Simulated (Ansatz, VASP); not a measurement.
## TiB4: VASP beside Ansatz

File INCAR:

```
ALGO = Normal ; EDIFF = 1E-6
EDIFFG = -0.01 ; ENCUT = 600
GGA = PE ; IBRION = 2
ISIF = 3 ; ISMEAR = 0
IVDW = 12 ; LASPH = T
LCHARG = F ; LREAL = F
LWAVE = F ; NELM = 100
NSW = 100 ; PREC = Accurate
SIGMA = 0.1
```

The input KPOINTS:

```
k-points
0
Gamma
  12 12 8
```

Contents of POSCAR:

```
TiB4
1.0
    3.0116766011      0.0000000000      0.0000000000
   -1.5058383006      2.6081884446      0.0000000000
    0.0000000000      0.0000000000      4.9873992613
Ti B
1 4
Direct
    0.0000000000      0.0000000000      0.0000000000
    0.3333333333      0.6666666667      0.6899294738
    0.6666666667      0.3333333333      0.6899294738
    0.3333333333      0.6666666667      0.3100705262
    0.6666666667      0.3333333333      0.3100705262
```

Input for Ansatz:

```yaml
crystal:
  lattice:
    - [3.0116766011, 0.0, 0.0]
    - [-1.5058383006, 2.6081884446, 0.0]
    - [0.0, 0.0, 4.9873992613]
  atoms:
    - { symbol: Ti, position: [0.0, 0.0, 0.0] }
    - { symbol: B, position: [0.3333333333, 0.6666666667, 0.6899294738] }
    - { symbol: B, position: [0.6666666667, 0.3333333333, 0.6899294738] }
    - { symbol: B, position: [0.3333333333, 0.6666666667, 0.3100705262] }
    - { symbol: B, position: [0.6666666667, 0.3333333333, 0.3100705262] }
basis:
  ecutwfc: 420
kpoints:
  mp_grid: { grid: [12, 12, 8] }
hamiltonian:
  xc: pbe
  dispersion: d3bj
scf:
  occupations: { method: gaussian, width: 0.1 }
output:
  forces: true
  stress: true
  eigenvalues: true
  write_density: true
  write_potential: true
  elf: true
  volumetric_format: npy
relax:
  adjacent_minimum: "off"
  f_tol: 0.01
  max_steps: 80
  cell: { stress_tol: 0.05 }
```

Alike in both runs: task relaxation of cell and atoms; functional PBE; dispersion D3(BJ); k mesh 12 × 12 × 8; occupations gaussian, width 0.1 eV; no spin polarisation.

```csv
,VASP,Ansatz
version,VASP 6.6.1,Ansatz 0.2.0
potentials or method,"VASP PAW PBE potentials, release 64 (Ti_sv, B), cutoff 600 eV","scalar-relativistic, plane waves, PAW"
valence electrons in the cell,24,24
```

```csv
,VASP,Ansatz,Ansatz less VASP
"gap on the k mesh at the Fermi level, each at its own relaxed structure (eV)",none,none,-
relaxed volume (Å³/atom),7.84,7.84,-0.001
relaxed length of the cell vector where the two differ most in proportion (Å),4.990,4.991,+0.0005
```

A gap of «none» marks a metal or a gap that the smearing closes.
